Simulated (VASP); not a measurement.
# HfB (I4/mmm) in VASP: a series of runs

Runs on HfB. Level: PBE. Tasks: single point.

Everything below comes from runs of VASP 6.6.1. Logs are shortened: lines on timing, memory, paths and dates and some standing lists are left out, and cuts for length are marked.

### 1 The cell of the first run

Symmetry: I4/mmm, No. 139, tetragonal system. Conventional cell: a = 3.267 Å, b = 3.267 Å, c = 4.481 Å, α = 90.00°, β = 90.00°, γ = 90.00°. Within 3.0 Å of Hf (site symmetry 4/mmm) lie 6 B at 2.24 to 2.31 Å. B (site symmetry 4/mmm) has 6 Hf at 2.24 to 2.31 Å within 3.0 Å.

### 2 Single point, PBE (strain +0.000 along x and y, -0.030 along z)

INCAR reads:

```
SYSTEM = HfB
ALGO = Normal ; EDIFF = 1E-7
ENCUT = 520 ; GGA = PE
ISIF = 2 ; ISMEAR = 0
LASPH = .True. ; LCHARG = .False.
LREAL = .False. ; LWAVE = .False.
NBANDS = 14 ; NELM = 60
PREC = Accurate ; SIGMA = 0.15
```

KPOINTS reads:

```
k-points
0
Gamma
  18 18 18
  0 0 0
```

POSCAR reads:

```
HfB
1.0
    0.0000000000      2.3100000000      2.2407000000
    2.3100000000      0.0000000000      2.2407000000
    2.3100000000      2.3100000000      0.0000000000
Hf B
1 1
Direct
    0.5000000000      0.5000000000      0.5000000000
    0.0000000000      0.0000000000      0.0000000000
```

Potentials or basis: VASP PAW PBE potentials, release 64 (Hf_pv, B).

Command:

```bash
$ cat potpaw_PBE.64/Hf_pv/POTCAR potpaw_PBE.64/B/POTCAR > POTCAR
$ mpirun -np 1 vasp_std > vasp.out
```

OUTCAR:

```text
SYSTEM = HfB
   EDIFF = 1E-7
   ENCUT = 520
   GGA = PE
   ISIF = 2
   ISMEAR = 0
   LASPH = .True.
   LREAL = .False.
   NELM = 60
   PREC = Accurate

 ion  position               nearest neighbor table
   1  0.500  0.500  0.500-   2 2.24   2 2.24   2 2.31   2 2.31   2 2.31   2 2.31
   2  0.000  0.000  0.000-   1 2.24   1 2.24   1 2.31   1 2.31   1 2.31   1 2.31

  LATTYP: Found a body centered tetragonal cell.
 ALAT       =     3.2668333291
 C/A-ratio  =     1.3717871555

  Lattice vectors:

 A1 = (   0.0000000000,  -2.3100000000,  -2.2407000000)
 A2 = (   0.0000000000,   2.3100000000,  -2.2407000000)
 A3 = (   2.3100000000,   0.0000000000,   2.2407000000)

Analysis of symmetry for initial positions (statically):
=====================================================================
 Subroutine PRICEL returns:
 Original cell was already a primitive cell.

 Routine SETGRP: Setting up the symmetry group for a
 body centered tetragonal supercell.

 Subroutine GETGRP returns: Found 16 space group operations
 (whereof 16 operations were pure point group operations)
 out of a pool of 16 trial point group operations.

The static configuration has the point symmetry D_4h.

Analysis of symmetry for dynamics (positions and initial velocities):
=====================================================================
 Subroutine PRICEL returns:
 Original cell was already a primitive cell.

 Routine SETGRP: Setting up the symmetry group for a
 body centered tetragonal supercell.

 Subroutine GETGRP returns: Found 16 space group operations
 (whereof 16 operations were pure point group operations)
 out of a pool of 16 trial point group operations.

The dynamic configuration has the point symmetry D_4h.

 Subroutine INISYM returns: Found 16 space group operations
 (whereof 16 operations are pure point group operations),
 and found     1 'primitive' translations

----------------------------------------------------------------------------------------

                                     Primitive cell

  volume of cell :      23.9132

  direct lattice vectors                    reciprocal lattice vectors
     0.000000000  2.310000000  2.240700000    -0.216450216  0.216450216  0.223144553
     2.310000000  0.000000000  2.240700000     0.216450216 -0.216450216  0.223144553
     2.310000000  2.310000000  0.000000000     0.216450216  0.216450216 -0.223144553

  length of vectors
     3.218203923  3.218203923  3.266833329     0.378807186  0.378807186  0.378807186

  position of ions in fractional coordinates (direct lattice)
     0.500000000  0.500000000  0.500000000
     0.000000000  0.000000000  0.000000000

  ion indices of the primitive-cell ions
   primitive index   ion index
                 1           1
                 2           2

----------------------------------------------------------------------------------------

 KPOINTS: k-points

Automatic generation of k-mesh.
 Grid dimensions read from file:
 generate k-points for:   18   18   18

 Generating k-lattice:

  Cartesian coordinates                     Fractional coordinates (reciprocal lattice)
    -0.012025012  0.012025012  0.012396920     0.055555556 -0.000000000  0.000000000
     0.012025012 -0.012025012  0.012396920    -0.000000000  0.055555556  0.000000000
     0.012025012  0.012025012 -0.012396920     0.000000000  0.000000000  0.055555556

  Length of vectors
     0.021044844  0.021044844  0.021044844

  Shift w.r.t. Gamma in fractional coordinates (k-lattice)
     0.000000000  0.000000000  0.000000000

 Subroutine IBZKPT returns following result:
 ===========================================

 Found    480 irreducible k-points:

 Following reciprocal coordinates:
            Coordinates               Weight
  0.000000  0.000000  0.000000      1.000000
  0.055556  0.000000  0.000000      8.000000
  0.111111  0.000000  0.000000      8.000000
  0.166667  0.000000  0.000000      8.000000
  0.222222  0.000000  0.000000      8.000000
  0.277778  0.000000  0.000000      8.000000
[... 16 lines left out ...]
 -0.277778  0.055556  0.000000      8.000000
 -0.222222  0.055556  0.000000      8.000000
 [... further k-points ...]
   k-points           NKPTS =    480   k-points in BZ     NKDIM =    480   number of bands    NBANDS=     14
   number of dos      NEDOS =    301   number of ions     NIONS =      2
   total plane-waves  NPLWV =  13824
   dimension x,y,z NGX =    24 NGY =   24 NGZ =   24
   dimension x,y,z NGXF=    48 NGYF=   48 NGZF=   48
   ions per type =               1   1
   NGX,Y,Z   is equivalent  to a cutoff of  12.40, 12.40, 12.21 a.u.
   NGXF,Y,Z  is equivalent  to a cutoff of  24.80, 24.80, 24.43 a.u.
 SYSTEM =  HfB
   PREC   = accura    normal or accurate (medium, high low for compatibility)
   ISTART =      0    job   : 0-new  1-cont  2-samecut
   ICHARG =      2    charge: 1-file 2-atom 10-const
   ISPIN  =      1    spin polarized calculation?
   LNONCOLLINEAR =      F non collinear calculations
   LSORBIT =      F    spin-orbit coupling
   LASPH  =      T    aspherical Exc in radial PAW
   ENCUT  =  520.0 eV  38.22 Ry    6.18 a.u.   5.98  5.98  6.07*2*pi/ulx,y,z
   NELM   =     60;   NELMIN=  2; NELMDL= -5     # of ELM steps
   EDIFF  = 0.1E-06   stopping-criterion for ELM
   LREAL  =      F    real-space projection
   EDIFFG = 0.1E-05   stopping-criterion for IOM
   NSW    =      0    number of steps for IOM
   IBRION =     -1    ionic relax: 0-MD 1-quasi-New 2-CG
   NFREE  =      0    steps in history (QN), initial steepest desc. (CG)
   ISIF   =      2    stress and relaxation
   ISYM   =      2    0-nonsym 1-usesym 2-fastsym
   POTIM  = 0.5000    time-step for ionic-motion
   TEBEG  =    0.0;   TEEND  =   0.0 temperature during run
   PSTRESS=    0.0 pullay stress
   NELECT =      13.0000    total number of electrons
   NUPDOWN=      -1.0000    fix difference up-down
   EMIN   =  10.00;   EMAX   =-10.00  energy-range for DOS
   EFERMI =   0.00;   METHOD = LEGACY
   ISMEAR =     0;   SIGMA  =   0.15  broadening in eV -4-tet -1-fermi 0-gaus
   EFERMI_NEDOS =   21; number of points for ismear=-14 and -15
   IALGO  =     38    algorithm
   IMIX   =      4    mixing-type and parameters
     AMIX     =   0.40;   BMIX     =  1.00
     AMIX_MAG =   1.60;   BMIX_MAG =  1.00
  volume/ion in A,a.u.               =      11.96        80.69
  Fermi-wavevector in a.u.,A,eV,Ry     =   1.336114  2.524889 24.289115  1.785200
  Thomas-Fermi vector in A             =   2.464765
   LORBIT       =      0    0 simple, 1 ext, 2 COOP (PROOUT), +10 PAW based schemes
   GGA     = PE    functional components
   LHFCALC =     F    Hartree Fock is set to
   AEXX    =    0.0000 exact exchange contribution
   IVDW    =     0    specifies the selected vdW correction
   LEPSILON=     F    determine dielectric tensor
   LRPA    =     F    only Hartree local field effects (RPA)
 non-spin polarized calculation
 Gauss-broadening in eV      SIGMA  =   0.15
  energy-cutoff  :      520.00
  volume of cell :       23.91
 maximum number of plane-waves:       662
   NGX = 11   NGY = 11   NGZ = 13

 number of electron      13.0000003 magnetization

 Free energy of the ion-electron system (eV)
  ---------------------------------------------------
  ext. energy  EPLUGINS =         0.00000000
  ---------------------------------------------------
  free energy    TOTEN  =       -16.96723343 eV

  energy without entropy =      -16.95588130  energy(sigma->0) =      -16.96155736

 E-fermi :   5.3331     XC(G=0): -12.4480

 val. band max:        5.3327934411   @ k =   0.2778   0.0556   0.1667
 cond. band min:       5.3365572848   @ k =  -0.2778   0.3889   0.3333
 fundamental gap:      0.0037638437
 Fermi energy:         5.3330974008

 k-point     1 :       0.0000    0.0000    0.0000
  band No.  band energies     occupation
      1     -22.8223      2.00000
      2     -22.8067      2.00000
      3     -22.8067      2.00000
      4      -4.3430      2.00000
      5       7.4311      0.00000
      6       7.4311      0.00000
      7       7.8152      0.00000
      8       9.2897      0.00000
      9       9.2897      0.00000
     10       9.4661      0.00000
     11       9.5500      0.00000
     12       9.8288      0.00000
     13      17.1309      0.00000
     14      18.8710      0.00000

 k-point     2 :       0.0556    0.0000    0.0000
  band No.  band energies     occupation
      1     -22.8415      2.00000
      2     -22.8162      2.00000
      3     -22.8100      2.00000
      4      -4.2490      2.00000
      5       7.1645      0.00000
      6       7.3721      0.00000
      7       7.6861      0.00000
      8       8.4909      0.00000
      9       8.6686      0.00000
     10       9.5852      0.00000
     11      10.5127      0.00000
     12      10.8473      0.00000
     13      17.3733      0.00000
     14      18.9733      0.00000

 k-point     3 :       0.1111    0.0000    0.0000
  band No.  band energies     occupation
      1     -22.9155      2.00000
      2     -22.8238      2.00000
      3     -22.8192      2.00000
      4      -3.9735      2.00000
      5       6.4537      0.00000
      6       6.9092      0.00000
      7       7.1820      0.00000
      8       8.2629      0.00000
      9       8.4000      0.00000
     10       9.9209      0.00000
     11      11.7645      0.00000
     12      12.1382      0.00000
     13      18.0635      0.00000
     14      19.2439      0.00000
[... 324 lines left out ...]
 k-point    23 :      -0.2778    0.0556    0.0000
  band No.  band energies     occupation
      1     -23.3426      2.00000
      2     -22.8934      2.00000
      3     -22.8652      2.00000
      4      -2.0253      2.00000
      5       3.5823      2.00000
      6       4.6508      2.00000
      7       5.0292      1.99584
      8       9.6240      0.00000
      9      10.3466      0.00000
     10      11.2082      0.00000
     11      16.1191      0.00000
     12      17.0814      0.00000
     13      18.2932      0.00000
     14      20.6891      0.00000

 k-point    24 :      -0.2222    0.0556    0.0000
  band No.  band energies     occupation
      1     -23.2057      2.00000
      2     -22.8822      2.00000
      3     -22.8463      2.00000
      4      -2.7078      2.00000
      5       4.4035      2.00000
      6       5.1692      1.87764
      7       5.5331      0.05931
      8       8.9112      0.00000
      9       9.8346      0.00000
     10      10.8100      0.00000
     11      14.7466      0.00000
     12      15.6893      0.00000
     13      19.2362      0.00000
     14      20.6741      0.00000

 [... further k-points ...]

------------------------ aborting loop because EDIFF is reached ----------------------------------------

  FORCE on cell =-STRESS in cart. coord.  units (eV):
  Direction    XX          YY          ZZ          XY          YZ          ZX
  --------------------------------------------------------------------------------------
  -------------------------------------------------------------------------------------
  Total        5.1030314      5.1030314      7.7604073      0.0000000      0.0000000     -0.0000000
  in kB      341.9016157    341.9016157    519.9450263      0.0000000      0.0000000     -0.0000000
  external PRESSURE =     401.2494192 kB  Pullay stress =       0.0000000 kB

 VOLUME and BASIS-vectors are now :
 -----------------------------------------------------------------------------
  energy-cutoff  :      520.00
  volume of cell :       23.91
      direct lattice vectors                 reciprocal lattice vectors
     0.000000000  2.310000000  2.240700000    -0.216450216  0.216450216  0.223144553
     2.310000000  0.000000000  2.240700000     0.216450216 -0.216450216  0.223144553
     2.310000000  2.310000000  0.000000000     0.216450216  0.216450216 -0.223144553

 POSITION                                       TOTAL-FORCE (eV/Angst)
 -----------------------------------------------------------------------------------
      2.31000      2.31000      2.24070        -0.000000     -0.000000      0.000000
      0.00000      0.00000      0.00000         0.000000      0.000000      0.000000
 -----------------------------------------------------------------------------------
    total drift:                                0.000000     -0.000000      0.000000

  FREE ENERGIE OF THE ION-ELECTRON SYSTEM (eV)
  ---------------------------------------------------
  free  energy   TOTEN  =       -16.9672334294 eV

  energy  without entropy=      -16.9558812952  energy(sigma->0) =      -16.96155736
```

Wall time 1.9 min (1 thread of Intel Xeon 8259CL, shared host); peak memory 0.28 GiB.

Results:

- Free energy: -16.9672 eV
- Pressure: 40.1 GPa
- Band gap on the k mesh: zero (an odd number of electrons rules out a gap without spin polarisation)

Caveat: the cell differs from its parent crystal (strain +0.000 along x and y, -0.030 along z); the cell stands under pressure; spin-orbit coupling is left out, which moves the levels of the heavy elements.

### 3 Single point, PBE (strain -0.015 along x and y, +0.000 along z)

INCAR reads:

```
SYSTEM = HfB
  ALGO = Normal
  EDIFF = 1E-6
  ENCUT = 520
  GGA = PE
  ISIF = 2
  ISMEAR = 0
  LASPH = .TRUE.
  LCHARG = .FALSE.
  LREAL = .FALSE.
  LWAVE = .FALSE.
  NBANDS = 14
  NELM = 60
  PREC = Accurate
  SIGMA = 0.15
```

KPOINTS reads:

```
k-points
0
G
  18 18 18
  0 0 0
```

POSCAR reads:

```
HfB
1.0
    0.0000000000      2.2753500000      2.3100000000
    2.2753500000      0.0000000000      2.3100000000
    2.2753500000      2.2753500000      0.0000000000
Hf B
1 1
Direct
    0.5000000000      0.5000000000      0.5000000000
    0.0000000000      0.0000000000      0.0000000000
```

Potentials or basis: VASP PAW PBE potentials, release 64 (Hf_pv, B).

Command:

```bash
$ cat potpaw_PBE.64/Hf_pv/POTCAR potpaw_PBE.64/B/POTCAR > POTCAR
$ mpirun -np 1 vasp_std > vasp.out
```

OUTCAR:

```text
SYSTEM = HfB
   EDIFF = 1E-6
   ENCUT = 520
   GGA = PE
   ISIF = 2
   ISMEAR = 0
   LASPH = .TRUE.
   LREAL = .FALSE.
   NELM = 60
   PREC = Accurate

 ion  position               nearest neighbor table
   1  0.500  0.500  0.500-   2 2.28   2 2.28   2 2.28   2 2.28   2 2.31   2 2.31
   2  0.000  0.000  0.000-   1 2.28   1 2.28   1 2.28   1 2.28   1 2.31   1 2.31

  LATTYP: Found a body centered tetragonal cell.
 ALAT       =     3.2178308291
 C/A-ratio  =     1.4357498095

  Lattice vectors:

[... 595 lines left out ...]
------------------------ aborting loop because EDIFF is reached ----------------------------------------

  FORCE on cell =-STRESS in cart. coord.  units (eV):
  Direction    XX          YY          ZZ          XY          YZ          ZX
  --------------------------------------------------------------------------------------
  -------------------------------------------------------------------------------------
  Total        6.3708596      6.3708596      5.0870665      0.0000000      0.0000000      0.0000000
  in kB      426.7467489    426.7467489    340.7529307      0.0000000      0.0000000      0.0000000
  external PRESSURE =     398.0821428 kB  Pullay stress =       0.0000000 kB

 VOLUME and BASIS-vectors are now :
 -----------------------------------------------------------------------------
  energy-cutoff  :      520.00
  volume of cell :       23.92
      direct lattice vectors                 reciprocal lattice vectors
     0.000000000  2.275350000  2.310000000    -0.219746413  0.219746413  0.216450216
     2.275350000  0.000000000  2.310000000     0.219746413 -0.219746413  0.216450216
     2.275350000  2.275350000  0.000000000     0.219746413  0.219746413 -0.216450216

 POSITION                                       TOTAL-FORCE (eV/Angst)
 -----------------------------------------------------------------------------------
      2.27535      2.27535      2.31000        -0.000000      0.000000      0.000000
      0.00000      0.00000      0.00000         0.000000     -0.000000     -0.000000
 -----------------------------------------------------------------------------------
    total drift:                               -0.000000     -0.000000      0.000000

  FREE ENERGIE OF THE ION-ELECTRON SYSTEM (eV)
  ---------------------------------------------------
  free  energy   TOTEN  =       -16.9889494448 eV

  energy  without entropy=      -16.9776196135  energy(sigma->0) =      -16.98328453
```

OSZICAR:

```text
N       E                     dE             d eps       ncg     rms          rms(c)
DAV:   1     0.228113979474E+02    0.22811E+02   -0.70070E+03 13472   0.877E+02
DAV:   2    -0.176241408934E+02   -0.40436E+02   -0.38408E+02 16850   0.196E+02
DAV:   3    -0.186085651835E+02   -0.98442E+00   -0.97903E+00 17016   0.211E+01
DAV:   4    -0.186116441190E+02   -0.30789E-02   -0.30787E-02 15448   0.146E+00
DAV:   5    -0.186116586619E+02   -0.14543E-04   -0.14542E-04 17208   0.905E-02    0.698E+01
DAV:   6    -0.170528258476E+02    0.15588E+01   -0.24704E+00 16410   0.988E+00    0.439E+01
DAV:   7    -0.170282843538E+02    0.24541E-01   -0.95232E-01 17886   0.592E+00    0.905E+00
DAV:   8    -0.169886433498E+02    0.39641E-01   -0.11853E-01 14844   0.215E+00    0.958E-01
DAV:   9    -0.169889617597E+02   -0.31841E-03   -0.53679E-03 17628   0.541E-01    0.132E-01
DAV:  10    -0.169889496796E+02    0.12080E-04   -0.11227E-04 14862   0.719E-02    0.587E-02
DAV:  11    -0.169889494755E+02    0.20415E-06   -0.10213E-05 16466   0.225E-02    0.835E-03
DAV:  12    -0.169889494448E+02    0.30696E-07   -0.26053E-07 11778   0.441E-03
   1 F= -.16988949E+02 E0= -.16983285E+02  d E =-.113298E-01
```

Run time: 2 min. Hardware: 1 thread of Intel Xeon 8259CL, shared host; peak memory 0.28 GiB.

What came out:

- Free energy: -16.9889 eV
- Pressure: 39.8 GPa
- Band gap on the k mesh: zero (an odd number of electrons rules out a gap without spin polarisation)

Caveat: the cell differs from its parent crystal (strain -0.015 along x and y, +0.000 along z); the cell stands under pressure; spin-orbit coupling is left out, which moves the levels of the heavy elements.

### 4 Single point, PBE (strain +0.000 along x and y, -0.015 along z)

INCAR reads:

```
SYSTEM = HfB
  ALGO = Normal
  EDIFF = 1E-6
  ENCUT = 520
  GGA = PE
  ISIF = 2
  ISMEAR = 0
  LASPH = .True.
  LCHARG = .False.
  LREAL = .False.
  LWAVE = .False.
  NBANDS = 14
  NELM = 80
  PREC = Accurate
  SIGMA = 0.15
```

KPOINTS reads:

```
k-points
0
Gamma
  18 18 18
  0 0 0
```

POSCAR reads:

```
HfB
1.0
    0.0000000000      2.3100000000      2.2753500000
    2.3100000000      0.0000000000      2.2753500000
    2.3100000000      2.3100000000      0.0000000000
Hf B
1 1
Direct
    0.5000000000      0.5000000000      0.5000000000
    0.0000000000      0.0000000000      0.0000000000
```

Command:

```bash
$ cat potpaw_PBE.64/Hf_pv/POTCAR potpaw_PBE.64/B/POTCAR > POTCAR
$ mpirun -np 1 vasp_std > vasp.out
```

Run time: 2.1 min. Hardware: 1 thread of Intel Xeon 8259CL, shared host; peak memory 0.28 GiB.

It converged, with:

* Free energy: -17.0742 eV
* Pressure: 35.2 GPa
* Band gap on the k mesh: zero (an odd number of electrons rules out a gap without spin polarisation)

Stress tensor (GPa, compression positive):
```
32.38  0.00  0.00
 0.00 32.38  0.00
 0.00  0.00 40.77
```

Levels at points of the mesh, in eV from the Fermi level:
| k point | band 4 | band 5 | band 6 | band 7 | band 8 | band 9 | band 10 | band 11 |
| --- | --- | --- | --- | --- | --- | --- | --- | --- |
| (0.00, 0.00, 0.00) | -9.63 | 2.15 | 2.15 | 2.34 | 3.96 | 3.96 | 4.08 | 4.18 |
| (0.50, 0.00, 0.00) | -5.07 | -4.01 | -1.44 | -1.38 | 6.57 | 6.71 | 7.73 | 8.53 |
| (0.50, 0.50, 0.00) | -6.76 | -1.17 | -0.73 | 2.34 | 2.34 | 6.37 | 8.03 | 8.03 |
| (0.50, 0.00, 0.50) | -6.80 | -1.14 | -0.93 | 2.42 | 2.51 | 6.33 | 7.95 | 8.14 |

Caveat: the cell differs from its parent crystal (strain +0.000 along x and y, -0.015 along z); the cell stands under pressure; spin-orbit coupling is left out, which moves the levels of the heavy elements.

### 5 Overview

| cell | gap on the mesh (eV) | pressure (GPa) |
| --- | --- | --- |
| a = 3.218, b = 3.218, c = 3.267 Å, angles 59.5, 59.5, 61.0°, 2 atoms | none | 40.1 |
| a = 3.242, b = 3.242, c = 3.218 Å, angles 60.3, 60.3, 59.5°, 2 atoms | none | 39.8 |
| a = 3.242, b = 3.242, c = 3.267 Å, angles 59.8, 59.8, 60.5°, 2 atoms | none | 35.2 |

Alike in all rows: task single point; level PBE; potentials or basis VASP PAW PBE potentials, release 64 (Hf_pv, B); no spin polarisation; k mesh 18 × 18 × 18; cutoff (eV) 520; smearing gaussian 0.15 eV.

Caveats: the cell stands under pressure; spin-orbit coupling is left out, which moves the levels of the heavy elements.

Total energies depend on the potentials used, so only differences within one code and one set of settings carry meaning.
